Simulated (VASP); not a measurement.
# Ru (Im-3m) in VASP: a series of runs

Runs on Ru. Level: PBE. Tasks: relaxation of cell and atoms.

Program: VASP 6.6.1. These are calculated values, not measurements. Logs are shortened: lines on timing, memory, paths and dates and some standing lists are left out, and cuts for length are marked.

**1. The cell of the first run**

The structure is cubic, space group Im-3m (No. 229). Conventional cell: a = 2.853 Å, b = 2.853 Å, c = 2.853 Å, α = 90.00°, β = 90.00°, γ = 90.00°. Within 3.3 Å of Ru (site symmetry m-3m) lie 14 Ru at 2.47 to 2.85 Å.

**2. Relaxation of cell and atoms, PBE, target pressure 93 GPa, at which the enthalpy is minimised**

Input file INCAR:

```
PREC = Accurate
ENCUT = 600
EDIFF = 1E-6
ISMEAR = -1
SIGMA = 0.08
LREAL = F
LASPH = T
NELM = 80
ALGO = Normal
ISIF = 3
LWAVE = F
LCHARG = F
GGA = PE
IBRION = 2
NSW = 60
EDIFFG = -0.005
PSTRESS = 930.0
```

Input file KPOINTS:

```
regular mesh
0
Gamma
  19 19 19
```

Input file POSCAR:

```
Ru
1.0
   -1.4264983735      1.4264983735      1.4264983735
    1.4264983735     -1.4264983735      1.4264983735
    1.4264983735      1.4264983735     -1.4264983735
Ru
1
Direct
    0.0000000000      0.0000000000      0.0000000000
```

Potentials or basis: VASP PAW PBE potentials, release 64 (Ru_pv).

Launch:

```console
$ cat potpaw_PBE.64/Ru_pv/POTCAR > POTCAR
$ mpirun -np 1 vasp_std > vasp.out
```

OUTCAR:

```text
PREC = Accurate
   ENCUT = 600
   EDIFF = 1E-6
   ISMEAR = -1
   LREAL = F
   LASPH = T
   NELM = 80
   ISIF = 3
   GGA = PE
   IBRION = 2
   NSW = 60
   EDIFFG = -0.005
   PSTRESS = 930.0

 ion  position               nearest neighbor table
   1  0.000  0.000  0.000-

  LATTYP: Found a body centered cubic cell.
 ALAT       =     2.8529967470

  Lattice vectors:

 A1 = (  -1.4264983735,   1.4264983735,   1.4264983735)
 A2 = (   1.4264983735,  -1.4264983735,   1.4264983735)
 A3 = (   1.4264983735,   1.4264983735,  -1.4264983735)

Analysis of symmetry for initial positions (statically):
=====================================================================
 Subroutine PRICEL returns:
 Original cell was already a primitive cell.

 Routine SETGRP: Setting up the symmetry group for a
 body centered cubic supercell.

 Subroutine GETGRP returns: Found 48 space group operations
[... 9 lines left out ...]

 Routine SETGRP: Setting up the symmetry group for a
 body centered cubic supercell.

 Subroutine GETGRP returns: Found 48 space group operations
[... 11 lines left out ...]
                                     Primitive cell

  volume of cell :      11.6111

  direct lattice vectors                    reciprocal lattice vectors
    -1.426498374  1.426498374  1.426498374     0.000000000  0.350508637  0.350508637
     1.426498374 -1.426498374  1.426498374     0.350508637  0.000000000  0.350508637
     1.426498374  1.426498374 -1.426498374     0.350508637  0.350508637  0.000000000

  length of vectors
     2.470767660  2.470767660  2.470767660     0.495694068  0.495694068  0.495694068

  position of ions in fractional coordinates (direct lattice)
     0.000000000  0.000000000  0.000000000

  ion indices of the primitive-cell ions
   primitive index   ion index
                 1           1

----------------------------------------------------------------------------------------

 KPOINTS: regular mesh

Automatic generation of k-mesh.
 Grid dimensions read from file:
 generate k-points for:   19   19   19

 Generating k-lattice:

  Cartesian coordinates                     Fractional coordinates (reciprocal lattice)
     0.000000000  0.018447823  0.018447823     0.052631579  0.000000000  0.000000000
     0.018447823  0.000000000  0.018447823     0.000000000  0.052631579  0.000000000
     0.018447823  0.018447823  0.000000000     0.000000000  0.000000000  0.052631579

  Length of vectors
     0.026089161  0.026089161  0.026089161

  Shift w.r.t. Gamma in fractional coordinates (k-lattice)
     0.000000000  0.000000000  0.000000000

 Subroutine IBZKPT returns following result:
 ===========================================

 Found    220 irreducible k-points:

 Following reciprocal coordinates:
            Coordinates               Weight
  0.000000  0.000000  0.000000      1.000000
  0.052632  0.000000  0.000000     12.000000
  0.105263  0.000000  0.000000     12.000000
  0.157895  0.000000  0.000000     12.000000
  0.210526  0.000000  0.000000     12.000000
  0.263158  0.000000  0.000000     12.000000
[... 16 lines left out ...]
  0.263158  0.105263 -0.000000     48.000000
  0.315789  0.105263 -0.000000     48.000000
 [... further k-points ...]
   k-points           NKPTS =    220   k-points in BZ     NKDIM =    220   number of bands    NBANDS=     11
   number of dos      NEDOS =    301   number of ions     NIONS =      1
   total plane-waves  NPLWV =   8000
   dimension x,y,z NGX =    20 NGY =   20 NGZ =   20
   dimension x,y,z NGXF=    40 NGYF=   40 NGZF=   40
   ions per type =               1
   NGX,Y,Z   is equivalent  to a cutoff of  13.46, 13.46, 13.46 a.u.
   NGXF,Y,Z  is equivalent  to a cutoff of  26.91, 26.91, 26.91 a.u.
 SYSTEM =  unknown system
   PREC   = accura    normal or accurate (medium, high low for compatibility)
   ISTART =      0    job   : 0-new  1-cont  2-samecut
   ICHARG =      2    charge: 1-file 2-atom 10-const
   ISPIN  =      1    spin polarized calculation?
   LNONCOLLINEAR =      F non collinear calculations
   LSORBIT =      F    spin-orbit coupling
   LASPH  =      T    aspherical Exc in radial PAW
   ENCUT  =  600.0 eV  44.10 Ry    6.64 a.u.   4.93  4.93  4.93*2*pi/ulx,y,z
   NELM   =     80;   NELMIN=  2; NELMDL= -5     # of ELM steps
   EDIFF  = 0.1E-05   stopping-criterion for ELM
   LREAL  =      F    real-space projection
   EDIFFG = -.5E-02   stopping-criterion for IOM
   NSW    =     60    number of steps for IOM
   IBRION =      2    ionic relax: 0-MD 1-quasi-New 2-CG
   NFREE  =      1    steps in history (QN), initial steepest desc. (CG)
   ISIF   =      3    stress and relaxation
   ISYM   =      2    0-nonsym 1-usesym 2-fastsym
   POTIM  = 0.5000    time-step for ionic-motion
   TEBEG  =    0.0;   TEEND  =   0.0 temperature during run
   PSTRESS=  930.0 pullay stress
   NELECT =      14.0000    total number of electrons
   NUPDOWN=      -1.0000    fix difference up-down
   EMIN   =  10.00;   EMAX   =-10.00  energy-range for DOS
   EFERMI =   0.00;   METHOD = LEGACY
   ISMEAR =    -1;   SIGMA  =   0.08  broadening in eV -4-tet -1-fermi 0-gaus
   EFERMI_NEDOS =   21; number of points for ismear=-14 and -15
   IALGO  =     38    algorithm
   IMIX   =      4    mixing-type and parameters
     AMIX     =   0.40;   BMIX     =  1.00
     AMIX_MAG =   1.60;   BMIX_MAG =  1.00
  volume/ion in A,a.u.               =      11.61        78.36
  Fermi-wavevector in a.u.,A,eV,Ry     =   1.742447  3.292747 41.308939  3.036121
  Thomas-Fermi vector in A             =   2.814710
   LORBIT       =      0    0 simple, 1 ext, 2 COOP (PROOUT), +10 PAW based schemes
   GGA     = PE    functional components
   LHFCALC =     F    Hartree Fock is set to
   AEXX    =    0.0000 exact exchange contribution
   IVDW    =     0    specifies the selected vdW correction
   LEPSILON=     F    determine dielectric tensor
   LRPA    =     F    only Hartree local field effects (RPA)
 conjugate gradient relaxation of ions
 non-spin polarized calculation
  energy-cutoff  :      600.00
  volume of cell :       11.61
 maximum number of plane-waves:       402
   NGX =  9   NGY =  9   NGZ =  9

 number of electron      13.9999994 magnetization

 Free energy of the ion-electron system (eV)
  ---------------------------------------------------
  ext. energy  EPLUGINS =         0.00000000
  ---------------------------------------------------
  free energy    TOTEN  =        -7.99793850 eV

  energy without entropy =       -7.96670731  energy(sigma->0) =       -7.98232291

 E-fermi :  16.1226     XC(G=0): -15.1004

 val. band max:       16.1200960167   @ k =   0.3684   0.1579   0.0526
 cond. band min:      16.1312275441   @ k =   0.3158   0.2105   0.0526
 fundamental gap:      0.0111315274
 Fermi energy:        16.1225608372

 k-point     1 :       0.0000    0.0000    0.0000
  band No.  band energies     occupation
      1     -26.5096      2.00000
      2     -26.5096      2.00000
      3     -26.5096      2.00000
      4       7.0152      2.00000
      5      12.4505      2.00000
      6      12.4505      2.00000
      7      12.4505      2.00000
      8      15.9335      1.82798
      9      15.9335      1.82798
     10      26.4394      0.00000
     11      33.2778      0.00000

 k-point     2 :       0.0526    0.0000    0.0000
  band No.  band energies     occupation
      1     -26.5619      2.00000
      2     -26.5256      2.00000
      3     -26.5100      2.00000
      4       7.1646      2.00000
      5      12.3736      2.00000
      6      12.4447      2.00000
      7      12.5863      2.00000
      8      15.8223      1.95417
      9      15.9367      1.82159
     10      26.4393      0.00000
     11      33.3812      0.00000

 k-point     3 :       0.1053    0.0000    0.0000
  band No.  band energies     occupation
      1     -26.7118      2.00000
      2     -26.5716      2.00000
      3     -26.5111      2.00000
      4       7.5877      2.00000
      5      12.1576      2.00000
      6      12.4185      2.00000
      7      12.9880      2.00000
      8      15.5647      1.99813
      9      15.9503      1.79197
     10      26.4393      0.00000
     11      33.6309      0.00000

 k-point     4 :       0.1579    0.0000    0.0000
  band No.  band energies     occupation
      1     -26.9397      2.00000
      2     -26.6425      2.00000
      3     -26.5129      2.00000
      4       8.1948      2.00000
      5      11.8403      2.00000
      6      12.3793      2.00000
      7      13.6385      2.00000
      8      15.3323      1.99990
      9      15.9841      1.69912
     10      26.4393      0.00000
     11      33.8230      0.00000

 k-point     5 :       0.2105    0.0000    0.0000
  band No.  band energies     occupation
      1     -27.2167      2.00000
      2     -26.7296      2.00000
      3     -26.5153      2.00000
      4       8.7814      2.00000
      5      11.4700      2.00000
      6      12.4656      2.00000
      7      14.5072      2.00000
      8      15.2643      1.99996
      9      16.0484      1.43277
     10      26.4392      0.00000
     11      33.6361      0.00000
[... 211 lines left out ...]
 k-point    21 :       0.1579    0.1053    0.0000
  band No.  band energies     occupation
      1     -27.3020      2.00000
      2     -26.7296      2.00000
      3     -26.5747      2.00000
      4       9.1451      2.00000
      5      11.5443      2.00000
      6      11.9124      2.00000
      7      14.9921      2.00000
      8      15.1838      1.99998
      9      16.3012      0.19373
     10      26.4392      0.00000
     11      34.2037      0.00000

 k-point    22 :       0.2105    0.1053    0.0000
  band No.  band energies     occupation
      1     -27.5571      2.00000
      2     -26.8355      2.00000
      3     -26.5828      2.00000
      4       9.4410      2.00000
      5      11.1700      2.00000
      6      12.2554      2.00000
      7      15.0769      2.00000
      8      16.2479      0.34545
      9      16.5768      0.00682
     10      26.4391      0.00000
     11      33.3377      0.00000

 k-point    23 :       0.2632    0.1053   -0.0000
  band No.  band energies     occupation
      1     -27.7980      2.00000
      2     -26.9417      2.00000
      3     -26.5883      2.00000
      4       9.3314      2.00000
      5      10.8404      2.00000
      6      13.0480      2.00000
      7      15.3224      1.99991
      8      16.5645      0.00795
      9      17.7297      0.00000
     10      26.4389      0.00000
     11      32.1975      0.00000

 k-point    24 :       0.3158    0.1053   -0.0000
  band No.  band energies     occupation
      1     -28.0014      2.00000
      2     -27.0340      2.00000
      3     -26.5925      2.00000
      4       9.0583      2.00000
      5      10.5826      2.00000
      6      13.9608      2.00000
      7      15.6516      1.99447
      8      16.7849      0.00051
      9      19.0446      0.00000
     10      26.4386      0.00000
     11      31.0097      0.00000

 [... further k-points ...]

------------------------ aborting loop because EDIFF is reached ----------------------------------------

  FORCE on cell =-STRESS in cart. coord.  units (eV):
  Direction    XX          YY          ZZ          XY          YZ          ZX
  --------------------------------------------------------------------------------------
  -------------------------------------------------------------------------------------
  Total        6.7446681      6.7446681      6.7446681     -0.0000000     -0.0000000      0.0000000
  in kB      930.6734722    930.6734722    930.6734722     -0.0000000     -0.0000000      0.0000000
  external PRESSURE =       0.6734722 kB  Pullay stress =     930.0000000 kB

 VOLUME and BASIS-vectors are now :
 -----------------------------------------------------------------------------
  energy-cutoff  :      600.00
  volume of cell :       11.61
      direct lattice vectors                 reciprocal lattice vectors
    -1.426498374  1.426498374  1.426498374     0.000000000  0.350508637  0.350508637
     1.426498374 -1.426498374  1.426498374     0.350508637  0.000000000  0.350508637
     1.426498374  1.426498374 -1.426498374     0.350508637  0.350508637  0.000000000

 POSITION                                       TOTAL-FORCE (eV/Angst)
 -----------------------------------------------------------------------------------
      0.00000      0.00000      0.00000         0.000000      0.000000      0.000000
 -----------------------------------------------------------------------------------
    total drift:                                0.000000     -0.000000      0.000000

  FREE ENERGIE OF THE ION-ELECTRON SYSTEM (eV)
  ---------------------------------------------------
  free  energy   TOTEN  =        -7.9979385045 eV

  energy  without entropy=       -7.9667073138  energy(sigma->0) =       -7.98232291

  enthalpy is  TOTEN    =        -1.2581510648 eV   P V=        6.7397874397

 reached required accuracy - stopping structural energy minimisation
```

It took 20 s on 1 thread of Intel Xeon Platinum 8488C (Sapphire Rapids), shared host; peak memory 0.15 GiB.

Results:

* Free energy: -7.9979 eV
* Pressure after relaxing: 93.1 GPa
* Band gap on the k mesh: zero (band 7 reaches 18.39 eV, above the bottom of band 8 at 13.54 eV)

Final structure:
```
CELL_PARAMETERS angstrom
-1.42650 1.42650 1.42650
1.42650 -1.42650 1.42650
1.42650 1.42650 -1.42650
ATOMIC_POSITIONS crystal
Ru 0.00000 0.00000 0.00000
```

Levels at points of the mesh, in eV from the Fermi level:
```
           k point  band 4  band 5  band 6  band 7  band 8  band 9  band 10  band 11
(0.00, 0.00, 0.00)   -9.11   -3.67   -3.67   -3.67   -0.19   -0.19    10.32    17.16
```

Caveat: the relaxation stopped at its first step, so nothing moved; the cell is relaxed towards a set pressure, so the enthalpy falls and the energy may rise.

(Part 1 of 2 ends here.)
